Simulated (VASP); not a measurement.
# MoS2 (P-3m1) in VASP: further runs

The runs below take MoS2 through single point, relaxation of shape and atoms at fixed volume, with PBE.

All numbers are computed with VASP 6.6.1; they aren't measurements. Logs are shortened: lines on timing, memory, paths and dates and some standing lists are left out, and cuts for length are marked.

## (1) The cell of the first run

Symmetry: P-3m1, No. 164, trigonal system. Conventional cell: a = 3.196 Å, b = 3.196 Å, c = 6.895 Å, α = 90.00°, β = 90.00°, γ = 120.00°. Mo (site symmetry -3m) has 6 S at 2.43 Å and 6 Mo at 3.20 Å within 3.2 Å. S (site symmetry 3m) has 3 Mo at 2.43 Å and 6 S at 3.20 Å within 3.2 Å.

## (2) Single point, PBE, collinear spin (20.33 Å³/atom)

Input file INCAR:

```
PREC = Accurate ; ENCUT = 520
EDIFF = 1E-7 ; ISMEAR = 0
SIGMA = 0.05 ; LREAL = False
LASPH = True ; NELM = 150
ALGO = Normal ; ISIF = 2
LWAVE = False ; LCHARG = False
ISPIN = 2 ; MAGMOM = 0.05 0 0
LORBIT = 11 ; LMAXMIX = 4
GGA = PE ; NBANDS = 24
```

Input file KPOINTS:

```
Automatic mesh
0
Gamma
  12 12 6
```

Input file POSCAR:

```
MoS2
1.0
    3.1961021290      0.0000000000      0.0000000000
   -1.5980510645      2.7679056368      0.0000000000
    0.0000000000      0.0000000000      6.8954610118
Mo S
1 2
Direct
    0.0000000000      0.0000000000      0.0000000000
    0.3333333333      0.6666666667      0.2294675821
    0.6666666667      0.3333333333      0.7705324179
```

Potentials or basis: VASP PAW PBE potentials, release 64 (Mo_sv, S).

Launch:

```
$ cat potpaw_PBE.64/Mo_sv/POTCAR potpaw_PBE.64/S/POTCAR > POTCAR
$ mpirun -np 1 vasp_std > vasp.out
```

OUTCAR:

```text
PREC = Accurate
   ENCUT = 520
   EDIFF = 1E-7
   ISMEAR = 0
   LREAL = False
   LASPH = True
   NELM = 150
   ISIF = 2
   ISPIN = 2
   LORBIT = 11
   GGA = PE

 ion  position               nearest neighbor table
   1  0.000  0.000  0.000-   2 2.43   3 2.43   2 2.43   3 2.43   3 2.43   2 2.43
   2  0.333  0.667  0.229-   1 2.43   1 2.43   1 2.43
   3  0.667  0.333  0.771-   1 2.43   1 2.43   1 2.43

  LATTYP: Found a hexagonal cell.
 ALAT       =     3.1961021290
 C/A-ratio  =     2.1574595346

  Lattice vectors:

 A1 = (   3.1961021290,   0.0000000000,   0.0000000000)
 A2 = (  -1.5980510645,   2.7679056368,   0.0000000000)
 A3 = (   0.0000000000,   0.0000000000,   6.8954610118)

Analysis of symmetry for initial positions (statically):
=====================================================================
 Subroutine PRICEL returns:
 Original cell was already a primitive cell.

 Routine SETGRP: Setting up the symmetry group for a
 hexagonal supercell.

 Subroutine GETGRP returns: Found 12 space group operations
 (whereof 12 operations were pure point group operations)
 out of a pool of 24 trial point group operations.

The static configuration has the point symmetry D_3d.

Analysis of symmetry for dynamics (positions and initial velocities):
=====================================================================
 Subroutine PRICEL returns:
 Original cell was already a primitive cell.

 Routine SETGRP: Setting up the symmetry group for a
 hexagonal supercell.

 Subroutine GETGRP returns: Found 12 space group operations
 (whereof 12 operations were pure point group operations)
 out of a pool of 24 trial point group operations.

The dynamic configuration has the point symmetry D_3d.

Analysis of structural, dynamic, and magnetic symmetry:
=====================================================================
 Subroutine PRICEL returns:
 Original cell was already a primitive cell.

 Routine SETGRP: Setting up the symmetry group for a
 hexagonal supercell.

 Subroutine GETGRP returns: Found 12 space group operations
 (whereof 12 operations were pure point group operations)
 out of a pool of 24 trial point group operations.

The overall configuration has the point symmetry D_3d.

 Subroutine INISYM returns: Found 12 space group operations
 (whereof 12 operations are pure point group operations),
 and found     1 'primitive' translations

----------------------------------------------------------------------------------------

                                     Primitive cell

  volume of cell :      61.0008

  direct lattice vectors                    reciprocal lattice vectors
     3.196102129  0.000000000  0.000000000     0.312881116  0.180641996  0.000000000
    -1.598051064  2.767905637  0.000000000     0.000000000  0.361283993  0.000000000
     0.000000000  0.000000000  6.895461012     0.000000000  0.000000000  0.145022936

  length of vectors
     3.196102129  3.196102129  6.895461012     0.361283993  0.361283993  0.145022936

  position of ions in fractional coordinates (direct lattice)
     0.000000000  0.000000000  0.000000000
     0.333333333  0.666666667  0.229467582
     0.666666667  0.333333333  0.770532418

  ion indices of the primitive-cell ions
   primitive index   ion index
                 1           1
                 2           2
                 3           3

----------------------------------------------------------------------------------------

 KPOINTS: Automatic mesh

Automatic generation of k-mesh.
 Grid dimensions read from file:
 generate k-points for:   12   12    6

 Generating k-lattice:

  Cartesian coordinates                     Fractional coordinates (reciprocal lattice)
     0.026073426  0.015053500  0.000000000     0.083333333  0.000000000  0.000000000
     0.000000000  0.030106999  0.000000000     0.000000000  0.083333333  0.000000000
     0.000000000  0.000000000  0.024170489     0.000000000  0.000000000  0.166666667

  Length of vectors
     0.030106999  0.030106999  0.024170489

  Shift w.r.t. Gamma in fractional coordinates (k-lattice)
     0.000000000  0.000000000  0.000000000

 Subroutine IBZKPT returns following result:
 ===========================================

 Found    100 irreducible k-points:

 Following reciprocal coordinates:
            Coordinates               Weight
  0.000000  0.000000  0.000000      1.000000
  0.083333 -0.000000  0.000000      6.000000
  0.166667 -0.000000  0.000000      6.000000
  0.250000 -0.000000  0.000000      6.000000
  0.333333  0.000000  0.000000      6.000000
  0.416667  0.000000  0.000000      6.000000
[... 16 lines left out ...]
  0.166667 -0.000000  0.166667      6.000000
  0.000000  0.166667  0.166667      6.000000
 [... further k-points ...]
   k-points           NKPTS =    100   k-points in BZ     NKDIM =    100   number of bands    NBANDS=     24
   number of dos      NEDOS =    301   number of ions     NIONS =      3
   total plane-waves  NPLWV =  31104
   dimension x,y,z NGX =    24 NGY =   24 NGZ =   54
   dimension x,y,z NGXF=    48 NGYF=   48 NGZF=  108
   ions per type =               1   2
   NGX,Y,Z   is equivalent  to a cutoff of  12.48, 12.48, 13.02 a.u.
   NGXF,Y,Z  is equivalent  to a cutoff of  24.97, 24.97, 26.04 a.u.
 SYSTEM =  unknown system
   PREC   = accura    normal or accurate (medium, high low for compatibility)
   ISTART =      0    job   : 0-new  1-cont  2-samecut
   ICHARG =      2    charge: 1-file 2-atom 10-const
   ISPIN  =      2    spin polarized calculation?
   LNONCOLLINEAR =      F non collinear calculations
   LSORBIT =      F    spin-orbit coupling
   LASPH  =      T    aspherical Exc in radial PAW
   ENCUT  =  520.0 eV  38.22 Ry    6.18 a.u.   5.94  5.94 12.82*2*pi/ulx,y,z
   NELM   =    150;   NELMIN=  2; NELMDL= -5     # of ELM steps
   EDIFF  = 0.1E-06   stopping-criterion for ELM
   LREAL  =      F    real-space projection
   EDIFFG = 0.1E-05   stopping-criterion for IOM
   NSW    =      0    number of steps for IOM
   IBRION =     -1    ionic relax: 0-MD 1-quasi-New 2-CG
   NFREE  =      0    steps in history (QN), initial steepest desc. (CG)
   ISIF   =      2    stress and relaxation
   ISYM   =      2    0-nonsym 1-usesym 2-fastsym
   POTIM  = 0.5000    time-step for ionic-motion
   TEBEG  =    0.0;   TEEND  =   0.0 temperature during run
   PSTRESS=    0.0 pullay stress
   NELECT =      26.0000    total number of electrons
   NUPDOWN=      -1.0000    fix difference up-down
   EMIN   =  10.00;   EMAX   =-10.00  energy-range for DOS
   EFERMI =   0.00;   METHOD = LEGACY
   ISMEAR =     0;   SIGMA  =   0.05  broadening in eV -4-tet -1-fermi 0-gaus
   EFERMI_NEDOS =   21; number of points for ismear=-14 and -15
   IALGO  =     38    algorithm
   IMIX   =      4    mixing-type and parameters
     AMIX     =   0.40;   BMIX     =  1.00
     AMIX_MAG =   1.60;   BMIX_MAG =  1.00
  volume/ion in A,a.u.               =      20.33       137.22
  Fermi-wavevector in a.u.,A,eV,Ry     =   1.232029  2.328197 20.652216  1.517895
  Thomas-Fermi vector in A             =   2.366815
   LORBIT       =     11    0 simple, 1 ext, 2 COOP (PROOUT), +10 PAW based schemes
   GGA     = PE    functional components
   LHFCALC =     F    Hartree Fock is set to
   AEXX    =    0.0000 exact exchange contribution
   IVDW    =     0    specifies the selected vdW correction
   LEPSILON=     F    determine dielectric tensor
   LRPA    =     F    only Hartree local field effects (RPA)
 spin polarized calculation
 Gauss-broadening in eV      SIGMA  =   0.05
  energy-cutoff  :      520.00
  volume of cell :       61.00
 maximum number of plane-waves:      1663
   NGX = 11   NGY = 11   NGZ = 25

 number of electron      26.0000000 magnetization       0.0000106

 number of electron      26.0000000 magnetization      -0.0000014

 Free energy of the ion-electron system (eV)
  ---------------------------------------------------
  ext. energy  EPLUGINS =         0.00000000
  ---------------------------------------------------
  free energy    TOTEN  =       -21.01760241 eV

  energy without entropy =      -21.01533092  energy(sigma->0) =      -21.01646667

 E-fermi :   6.1496     XC(G=0):  -9.9513

 val. band max:        6.1396124014   @ k =   0.2500   0.2500   0.5000
 cond. band min:       6.1511541876   @ k =   0.0833  -0.0000   0.1667
 fundamental gap:      0.0115417862
 Fermi energy:         6.1495742530

 spin component 1

 k-point     1 :       0.0000    0.0000    0.0000
  band No.  band energies     occupation
      1     -55.6601      1.00000
      2     -29.6961      1.00000
      3     -29.6410      1.00000
      4     -29.6410      1.00000
      5      -8.6596      1.00000
      6      -7.4439      1.00000
[... 16 lines left out ...]
     23      18.3085      0.00000
     24      18.8024      0.00000

 k-point     2 :       0.0833   -0.0000    0.0000
  band No.  band energies     occupation
      1     -55.6577      1.00000
      2     -29.6915      1.00000
      3     -29.6651      1.00000
      4     -29.6466      1.00000
      5      -8.5531      1.00000
      6      -7.4117      1.00000
[... 16 lines left out ...]
     23      17.6884      0.00000
     24      17.9751      0.00000

 k-point     3 :       0.1667   -0.0000    0.0000
  band No.  band energies     occupation
      1     -55.6513      1.00000
      2     -29.7303      1.00000
      3     -29.6786      1.00000
      4     -29.6616      1.00000
      5      -8.2495      1.00000
      6      -7.3203      1.00000
[... 16 lines left out ...]
     23      17.2015      0.00000
     24      17.4939      0.00000
[... 514 lines left out ...]
 k-point    23 :       0.1667   -0.0000    0.1667
  band No.  band energies     occupation
      1     -55.6513      1.00000
      2     -29.7303      1.00000
      3     -29.6786      1.00000
      4     -29.6616      1.00000
      5      -8.2328      1.00000
      6      -7.3449      1.00000
[... 16 lines left out ...]
     23      17.1771      0.00000
     24      17.4853      0.00000

 k-point    24 :       0.0000    0.1667    0.1667
  band No.  band energies     occupation
      1     -55.6513      1.00000
      2     -29.7303      1.00000
      3     -29.6786      1.00000
      4     -29.6616      1.00000
      5      -8.2360      1.00000
      6      -7.3397      1.00000
[... 16 lines left out ...]
     23      17.2418      0.00000
     24      17.3788      0.00000

 [... further k-points ...]

 spin component 2

 k-point     1 :       0.0000    0.0000    0.0000
  band No.  band energies     occupation
      1     -55.6601      1.00000
      2     -29.6961      1.00000
      3     -29.6411      1.00000
      4     -29.6411      1.00000
      5      -8.6596      1.00000
      6      -7.4439      1.00000
[... 16 lines left out ...]
     23      18.3085      0.00000
     24      18.8027      0.00000

 k-point     2 :       0.0833   -0.0000    0.0000
  band No.  band energies     occupation
      1     -55.6577      1.00000
      2     -29.6915      1.00000
      3     -29.6651      1.00000
      4     -29.6466      1.00000
      5      -8.5531      1.00000
      6      -7.4117      1.00000
[... 16 lines left out ...]
     23      17.6884      0.00000
     24      17.9751      0.00000

 k-point     3 :       0.1667   -0.0000    0.0000
  band No.  band energies     occupation
      1     -55.6513      1.00000
      2     -29.7303      1.00000
      3     -29.6786      1.00000
      4     -29.6616      1.00000
      5      -8.2495      1.00000
      6      -7.3203      1.00000
[... 16 lines left out ...]
     23      17.2015      0.00000
     24      17.4939      0.00000
[... 514 lines left out ...]
 k-point    23 :       0.1667   -0.0000    0.1667
  band No.  band energies     occupation
      1     -55.6513      1.00000
      2     -29.7303      1.00000
      3     -29.6786      1.00000
      4     -29.6616      1.00000
      5      -8.2328      1.00000
      6      -7.3449      1.00000
[... 16 lines left out ...]
     23      17.1771      0.00000
     24      17.4853      0.00000

 k-point    24 :       0.0000    0.1667    0.1667
  band No.  band energies     occupation
      1     -55.6513      1.00000
      2     -29.7303      1.00000
      3     -29.6786      1.00000
      4     -29.6616      1.00000
      5      -8.2360      1.00000
      6      -7.3397      1.00000
[... 16 lines left out ...]
     23      17.2418      0.00000
     24      17.3788      0.00000

 [... further k-points ...]

------------------------ aborting loop because EDIFF is reached ----------------------------------------

  FORCE on cell =-STRESS in cart. coord.  units (eV):
  Direction    XX          YY          ZZ          XY          YZ          ZX
  --------------------------------------------------------------------------------------
  -------------------------------------------------------------------------------------
  Total       -0.0927281     -0.0927281     -0.0564263      0.0000000      0.0000000      0.0000000
  in kB       -2.4354911     -2.4354911     -1.4820285      0.0000000      0.0000000      0.0000000
  external PRESSURE =      -2.1176702 kB  Pullay stress =       0.0000000 kB

 VOLUME and BASIS-vectors are now :
 -----------------------------------------------------------------------------
  energy-cutoff  :      520.00
  volume of cell :       61.00
      direct lattice vectors                 reciprocal lattice vectors
     3.196102129  0.000000000  0.000000000     0.312881116  0.180641996  0.000000000
    -1.598051064  2.767905637  0.000000000     0.000000000  0.361283993  0.000000000
     0.000000000  0.000000000  6.895461012     0.000000000  0.000000000  0.145022936

 POSITION                                       TOTAL-FORCE (eV/Angst)
 -----------------------------------------------------------------------------------
      0.00000      0.00000      0.00000         0.000000      0.000000      0.000000
     -0.00000      1.84527      1.58228        -0.000000      0.000000     -0.004419
      1.59805      0.92264      5.31318         0.000000     -0.000000      0.004419
 -----------------------------------------------------------------------------------
    total drift:                               -0.000000     -0.000000      0.000000

  FREE ENERGIE OF THE ION-ELECTRON SYSTEM (eV)
  ---------------------------------------------------
  free  energy   TOTEN  =       -21.0176024093 eV

  energy  without entropy=      -21.0153309235  energy(sigma->0) =      -21.01646667

 total charge

# of ion       s       p       d       tot
------------------------------------------
    1        2.287   6.209   3.878  12.374
    2        1.366   2.318   0.000   3.684
    3        1.366   2.318   0.000   3.684
--------------------------------------------------
tot          5.019  10.844   3.878  19.742

 magnetization (x)

# of ion       s       p       d       tot
------------------------------------------
    1        0.000   0.000   0.000   0.000
    2        0.000  -0.000   0.000  -0.000
    3        0.000  -0.000   0.000  -0.000
--------------------------------------------------
tot          0.000   0.000   0.000   0.000
```

Wall time 100 s (1 thread of Intel Xeon 6975P-C (Granite Rapids), shared host); peak memory 0.35 GiB.

Results:

```yaml
Free_energy: -21.0176 eV
Pressure: -0.2 GPa
Largest_force: 0.004 eV/Å
Band_gap_on_the_k_mesh: zero (filled and empty bands overlap)
Net_moment: 0.00 μB per cell
Valence_electrons_inside_the_program's_atomic_spheres: Mo 12.37; S 3.68
```

Forces in eV/Å, atoms in the order of the input:
```
Mo   0.000  0.000  0.000
S    0.000  0.000 -0.004
S    0.000  0.000  0.004
```

Caveat: this functional lacks dispersion, which binds layers or chains, so the pressure and a relaxed spacing across them are unreliable.

[end of part 1 of 2]
